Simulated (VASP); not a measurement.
Runs of VASP 6.6.1 on Ni. The structure is that of space group P6_3/mmc (No. 194), or close to it. The cells are those of the table. 

| level | potentials or basis | spin | U | fixed moment (μB) | cell | k mesh | cutoff (eV) | smearing | second run | gap on the mesh (eV) | pressure (GPa) | moment (μB) |
| --- | --- | --- | --- | --- | --- | --- | --- | --- | --- | --- | --- | --- |
| PBEsol | VASP PAW PBE potentials, release 64 (Ni) | collinear, ferromagnetic start | - | 2.0 | a = 2.448, b = 2.448, c = 4.073 Å, angles 90.0, 90.0, 120.0°, 2 atoms | 10 × 10 × 6 | 520 | fermi-dirac 0.05 eV | - | - | 0.1 | 2.00 |
| PBE | VASP PAW PBE potentials, release 64 (Ni) | collinear, ferromagnetic start | - | - | a = 2.448, b = 2.448, c = 4.073 Å, angles 90.0, 90.0, 120.0°, 2 atoms | 12 × 12 × 7 | 520 | gaussian 0.018 eV | - | none | 6.9 | 1.27 |
| r2SCAN+rVV10+U | VASP PAW PBE potentials, release 64 (Ni) | collinear, ferromagnetic start | Ni d U = 3.5 eV | - | a = 2.448, b = 2.448, c = 4.073 Å, angles 90.0, 90.0, 120.0°, 2 atoms | 12 × 12 × 7 | 520 | fermi-dirac 0.1 eV | - | none | 8.9 | 1.77 |
| PBE | VASP PAW PBE potentials, release 64 (Ni) | collinear, ferromagnetic start | - | 1.5 | a = 2.448, b = 2.448, c = 4.073 Å, angles 90.0, 90.0, 120.0°, 2 atoms | 12 × 12 × 7 | 600 | fermi-dirac 0.05 eV | - | - | (a) | 1.50 |
| PBEsol | VASP PAW PBE potentials, release 64 (Ni_sv_GW) | off | - | - | a = 2.448, b = 2.448, c = 4.073 Å, angles 90.0, 90.0, 120.0°, 2 atoms | 12 × 12 × 7 | 590 | fermi-dirac 0.05 eV | valence_matched | none | -8.4 | - |
| PBE | VASP PAW PBE potentials, release 64 (Ni_sv_GW) | collinear, ferromagnetic start | - | 1.0 | a = 2.448, b = 2.448, c = 4.073 Å, angles 90.0, 90.0, 120.0°, 2 atoms | 10 × 10 × 6 | 590 | fermi-dirac 0.05 eV | valence_matched | - | (c) | 1.00 |
| PBE | VASP PAW PBE potentials, release 64 (Ni_sv_GW) | collinear, ferromagnetic start | - | 2.5 | a = 2.448, b = 2.448, c = 4.073 Å, angles 90.0, 90.0, 120.0°, 2 atoms | 10 × 10 × 6 | 590 | fermi-dirac 0.05 eV | valence_matched | - | (b) | 2.50 |
| PBEsol | VASP PAW PBE potentials, release 64 (Ni) | collinear, ferromagnetic start | - | - | a = 2.398, b = 2.398, c = 3.990 Å, angles 90.0, 90.0, 120.0°, 2 atoms | 12 × 12 × 7 | 520 | fermi-dirac 0.05 eV | - | none | 11.8 | 1.20 |

Alike in all rows: task single point.

Problem. Estimate the missing entries.

Solution. (a) 7.7; (b) 9.6; (c) 2.3.

Caveats: the PAW data sets were made with another functional, which shifts forces and pressure a little (some runs); the total moment is fixed, so each spin has its own Fermi level (some runs); the U is typed as a test and isn't derived for this compound (some runs).

A gap of «none» marks levels without a gap at the run's occupations.

The runs don't all hold the same shells in valence.
